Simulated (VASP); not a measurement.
# KS7 (Fm-3m) in VASP: further runs, part 2 of 2

VASP 6.6.1. The steps go on from the part before.

## (3) Single point, PBE

This run uses another cell than the first one, of 24.26 Å³/atom, 1.360 times its volume.

Contents of INCAR:

```
  PREC = Accurate
  ENCUT = 520
  EDIFF = 1E-6
  ISMEAR = 0
  SIGMA = 0.1
  LREAL = False
  LASPH = True
  NELM = 100
  ALGO = Normal
  ISIF = 2
  LWAVE = False
  LCHARG = False
  GGA = PE
  NBANDS = 36
```

Contents of KPOINTS:

```
Automatic mesh
0
Gamma
  4 4 4
```

Contents of POSCAR:

```
KS7
1.0
    0.0000000000      4.5953003900      4.5953003900
    4.5953003900      0.0000000000      4.5953003900
    4.5953003900      4.5953003900      0.0000000000
K S
1 7
Direct
    0.0000000000      0.0000000000      0.0000000000
    0.5000000000      0.0000000000      0.0000000000
    0.0000000000      0.5000000000      0.5000000000
    0.0000000000      0.5000000000      0.0000000000
    0.5000000000      0.0000000000      0.5000000000
    0.0000000000      0.0000000000      0.5000000000
    0.5000000000      0.5000000000      0.0000000000
    0.5000000000      0.5000000000      0.5000000000
```

Potentials or basis: VASP PAW PBE potentials, release 64 (K_sv, S).

Command:

```sh
$ cat potpaw_PBE.64/K_sv/POTCAR potpaw_PBE.64/S/POTCAR > POTCAR
$ mpirun -np 1 vasp_std > vasp.out
```

It took 2 min on 1 thread of Oxide Virtual Turin-like, shared host; peak memory 0.28 GiB.

The run converged. Its results:

```
Free energy : -20.7755 eV
Pressure    : -9.2 GPa
```

Levels at points of the mesh, in eV from the Fermi level:
```csv
k point,band 21,band 22,band 23,band 24,band 25,band 26,band 27,band 28,band 29,band 30
"(0.00, 0.00, 0.00)",-0.55,0.02,0.02,0.02,0.85,0.85,0.86,0.86,0.86,1.36
"(0.50, 0.00, 0.00)",-1.15,-1.15,-1.12,-1.12,0.07,0.08,0.08,0.08,0.74,0.74
"(0.50, 0.50, 0.00)",-1.35,-1.26,-1.22,-1.22,-1.21,-1.20,0.35,0.35,0.59,0.59
```

## (4) Single point, PBE

This run uses another cell than the first one, of 17.93 Å³/atom, 1.006 times its volume.

Contents of INCAR:

```
SYSTEM = KS7
  PREC = Accurate
  ENCUT = 520
  EDIFF = 1E-6
  ISMEAR = 0
  SIGMA = 0.1
  LREAL = .False.
  LASPH = .True.
  NELM = 80
  ALGO = Normal
  ISIF = 2
  LWAVE = .False.
  LCHARG = .False.
  GGA = PE
  NBANDS = 36
```

Contents of KPOINTS:

```
regular mesh
0
Gamma
  8 8 8
  0 0 0
```

POSCAR, as its differences from that of step 3:

```diff
@@ -2,5 +2,5 @@
 1.0
-    0.0000000000      4.5953003900      4.5953003900
-    4.5953003900      0.0000000000      4.5953003900
-    4.5953003900      4.5953003900      0.0000000000
+    0.0000000000      4.1549407765      4.1549407765
+    4.1549407765      0.0000000000      4.1549407765
+    4.1549407765      4.1549407765      0.0000000000
 K S
```

Command:

```sh
$ cat potpaw_PBE.64/K_sv/POTCAR potpaw_PBE.64/S/POTCAR > POTCAR
$ mpirun -np 1 vasp_std > vasp.out
```

Wall time 6.3 min (1 thread of Oxide Virtual Turin-like, shared host); peak memory 0.33 GiB.

It converged, with:

| Item | Value |
| --- | --- |
| Free energy | -22.5996 eV |
| Pressure | 0.1 GPa |

Levels at points of the mesh, in eV from the Fermi level:
```tsv
k point	band 23	band 24	band 25	band 26	band 27	band 28	band 29	band 30
(0.00, 0.00, 0.00)	0.18	0.18	1.53	1.53	1.55	1.55	1.55	2.36
(0.50, 0.00, 0.00)	-1.70	-1.70	0.21	0.21	0.21	0.23	1.31	1.31
(0.50, 0.50, 0.00)	-1.61	-1.61	-1.58	-1.42	0.60	0.60	1.02	1.02
```

## (5) Relaxation of cell and atoms, PBE

This run uses another cell than the first one, of 24.26 Å³/atom, 1.360 times its volume.

Contents of INCAR:

```
PREC = Accurate
ENCUT = 600
EDIFF = 1E-7
ISMEAR = 0
SIGMA = 0.1
LREAL = F
LASPH = T
NELM = 100
ALGO = Normal
ISIF = 3
LWAVE = F
LCHARG = F
GGA = PE
IBRION = 2
NSW = 90
EDIFFG = -0.04
```

Contents of KPOINTS:

```
regular mesh
0
Gamma
  4 4 4
```

POSCAR, as its differences from that of step 4:

```diff
@@ -2,5 +2,5 @@
 1.0
-    0.0000000000      4.1549407765      4.1549407765
-    4.1549407765      0.0000000000      4.1549407765
-    4.1549407765      4.1549407765      0.0000000000
+    0.0000000000      4.5953003900      4.5953003900
+    4.5953003900      0.0000000000      4.5953003900
+    4.5953003900      4.5953003900      0.0000000000
 K S
```

Command:

```sh
$ cat potpaw_PBE.64/K_sv/POTCAR potpaw_PBE.64/S/POTCAR > POTCAR
$ mpirun -np 1 vasp_std > vasp.out
```

Run time: 9.8 min. Hardware: 1 thread of Oxide Virtual Turin-like, shared host; peak memory 0.4 GiB.

The run converged. Its results:

```
Free energy                            : -22.7440 eV
Relaxed volume                         : 17.81 Å³/atom
Relaxed cell                           : a = 5.862 Å, b = 5.862 Å, c = 5.862 Å, α = 60.00°, β = 60.00°, γ = 60.00°
Space group after relaxing (to 0.05 Å) : Fm-3m (No. 225)
Energy gained by relaxing              : 246.1 meV/atom
Ionic steps                            : 4
Pressure after relaxing                : 0.1 GPa
```

Step by step:
```csv
step,energy change (eV),largest force (eV/Å),pressure (GPa),volume (Å³)
1,0.0000,0.0000,-9.13,194.08
2,-1.7178,0.0000,-4.87,157.77
3,-1.9649,0.0000,-0.71,144.45
4,-1.9687,0.0000,0.12,142.45
```

Final structure:
```cif
data_structure
_symmetry_space_group_name_H-M 'P 1'
_symmetry_Int_Tables_number 1
_cell_length_a 5.8622
_cell_length_b 5.8622
_cell_length_c 5.8622
_cell_angle_alpha 60.000
_cell_angle_beta 60.000
_cell_angle_gamma 60.000
_cell_volume 142.45
loop_
_atom_site_label
_atom_site_type_symbol
_atom_site_fract_x
_atom_site_fract_y
_atom_site_fract_z
_atom_site_occupancy
K1 K 0.00000 0.00000 0.00000 1
S1 S 0.50000 0.00000 0.00000 1
S2 S 0.00000 0.50000 0.50000 1
S3 S 0.00000 0.50000 0.00000 1
S4 S 0.50000 0.00000 0.50000 1
S5 S 0.00000 0.00000 0.50000 1
S6 S 0.50000 0.50000 0.00000 1
S7 S 0.50000 0.50000 0.50000 1
```

Levels at points of the mesh, in eV from the Fermi level:
```
           k point  band 22  band 23  band 24  band 25  band 26  band 27  band 28  band 29
(0.00, 0.00, 0.00)     0.10     0.10     0.10     1.45     1.45     1.45     1.45     1.45
(0.50, 0.00, 0.00)    -1.88    -1.82    -1.82     0.10     0.11     0.13     0.13     1.23
(0.50, 0.50, 0.00)    -2.18    -1.74    -1.74    -1.68    -1.51     0.51     0.51     0.95
```

Caveat: the volume moved by over 15 % at a fixed basis, so the end points are rough.

## (6) Relaxation of cell and atoms, PBE

Contents of INCAR:

```
SYSTEM = KS7
PREC = Accurate ; ENCUT = 600
EDIFF = 1E-7 ; ISMEAR = 0
SIGMA = 0.1 ; LREAL = .FALSE.
LASPH = .TRUE. ; NELM = 100
ALGO = Normal ; ISIF = 3
LWAVE = .FALSE. ; LCHARG = .FALSE.
GGA = PE ; IBRION = 2
NSW = 100 ; EDIFFG = -0.01
```

Contents of KPOINTS:

```
regular mesh
0
G
  8 8 8
  0 0 0
```

POSCAR, as its differences from that of step 5:

```diff
@@ -2,5 +2,5 @@
 1.0
-    0.0000000000      4.5953003900      4.5953003900
-    4.5953003900      0.0000000000      4.5953003900
-    4.5953003900      4.5953003900      0.0000000000
+    0.0000000000      4.1472586020      4.1472586020
+    4.1472586020      0.0000000000      4.1472586020
+    4.1472586020      4.1472586020      0.0000000000
 K S
```

Potentials or basis: VASP PAW PBE potentials, release 64 (K_sv, S).

Command:

```sh
$ cat potpaw_PBE.64/K_sv/POTCAR potpaw_PBE.64/S/POTCAR > POTCAR
$ mpirun -np 1 vasp_std > vasp.out
```

Wall time 11 min (1 thread of Oxide Virtual Turin-like, shared host); peak memory 0.37 GiB.

Results (log left out):

| Property | Result |
| --- | --- |
| Free energy | -22.6006 eV |
| Relaxed volume | 17.96 Å³/atom |
| Relaxed cell | a = 5.879 Å, b = 5.879 Å, c = 5.879 Å, α = 60.00°, β = 60.00°, γ = 60.00° |
| Space group after relaxing (to 0.05 Å) | Fm-3m (No. 225) |
| Energy gained by relaxing | 0.2 meV/atom |
| Ionic steps | 2 |
| Pressure after relaxing | 0.0 GPa |

Step by step:
```
step  energy change (eV)  largest force (eV/Å)  pressure (GPa)  volume (Å³)
   1              0.0000                0.0000            0.45       142.66
   2             -0.0015                0.0000            0.01       143.70
```

Final structure:
```
K S
1.0
     0.00000    4.15729    4.15729
     4.15729    0.00000    4.15729
     4.15729    4.15729    0.00000
K S
1 7
Direct
  0.00000 0.00000 0.00000
  0.50000 0.00000 0.00000
  0.00000 0.50000 0.50000
  0.00000 0.50000 0.00000
  0.50000 0.00000 0.50000
  0.00000 0.00000 0.50000
  0.50000 0.50000 0.00000
  0.50000 0.50000 0.50000
```

Levels at points of the mesh, in eV from the Fermi level:
| k point | band 23 | band 24 | band 25 | band 26 | band 27 | band 28 | band 29 | band 30 |
| --- | --- | --- | --- | --- | --- | --- | --- | --- |
| (0.00, 0.00, 0.00) | 0.17 | 0.17 | 1.52 | 1.52 | 1.54 | 1.54 | 1.54 | 2.35 |
| (0.50, 0.00, 0.00) | -1.70 | -1.70 | 0.20 | 0.20 | 0.21 | 0.23 | 1.31 | 1.31 |
| (0.50, 0.50, 0.00) | -1.61 | -1.61 | -1.58 | -1.42 | 0.60 | 0.60 | 1.02 | 1.02 |

## (7) Summary

```csv
task,cell,k mesh,cutoff (eV),gap on the mesh (eV),pressure (GPa),relaxed volume (Å³/atom)
single point,"a = 5.865 Å, angles 60.0°, 8 atoms",4 × 4 × 4,520,none,0.0,-
single point,"a = 6.499 Å, angles 60.0°, 8 atoms",4 × 4 × 4,520,none,-9.2,-
single point,"a = 5.876 Å, angles 60.0°, 8 atoms",8 × 8 × 8,520,none,0.1,-
relaxation of cell and atoms,"relaxed from a = 6.499 Å, angles 60.0°, 8 atoms",4 × 4 × 4,600,none,0.1,17.81
relaxation of cell and atoms,"relaxed from a = 5.865 Å, angles 60.0°, 8 atoms",8 × 8 × 8,600,none,0.0,17.96
```

Alike in all rows: level PBE; potentials or basis VASP PAW PBE potentials, release 64 (K_sv, S); no spin polarisation; smearing gaussian 0.1 eV.

Caveats: the volume moved by over 15 % at a fixed basis, so the end points are rough (some runs).

Total energies depend on the potentials used, so only differences within one code and one set of settings carry meaning.
